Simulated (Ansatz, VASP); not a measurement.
ScAgTe2: VASP beside Ansatz

```
Ag Sc Te
1.0
     2.08473    1.20362    6.93486
    -2.08473    1.20362    6.93486
     0.00000   -2.40724    6.93486
Ag Sc Te
1 1 2
Cartesian
  2.0847 1.2036 6.9349
  0.0000 0.0000 10.4023
  0.0000 0.0000 5.1292
  0.0000 0.0000 15.6754
```

Alike in both runs: task single point; functional r2SCAN; k mesh 6 × 6 × 6; no spin polarisation.

|  | VASP | Ansatz |
| --- | --- | --- |
| version | VASP 6.6.1 | Ansatz 0.2.0 |
| potentials or method | VASP PAW PBE potentials, release 64 (Ag, Sc_sv, Te) | plane waves, PAW |
| plane-wave cutoff (eV) | 520 | 500 |
| occupations | gaussian, width 0.01 eV | fixed |
| valence electrons in the cell | 34 | 62 |

```tsv
	VASP	Ansatz	Ansatz less VASP
gap on the k mesh at the Fermi level (eV)	0.54	0.54	+0.004
pressure (GPa)	2.1	1.9	-0.13
rms of the force components (eV/Å)	0.055	0.041	-0.0140
```

VASP's potentials were made for PBE, not for r2SCAN. Atom by atom the forces differ by 0.014 eV/Å (rms over components). VASP's potentials hold 34 valence electrons a cell and Ansatz's 62, so a difference there can come from the potentials and not from the codes.

Neither program's run includes spin-orbit coupling.
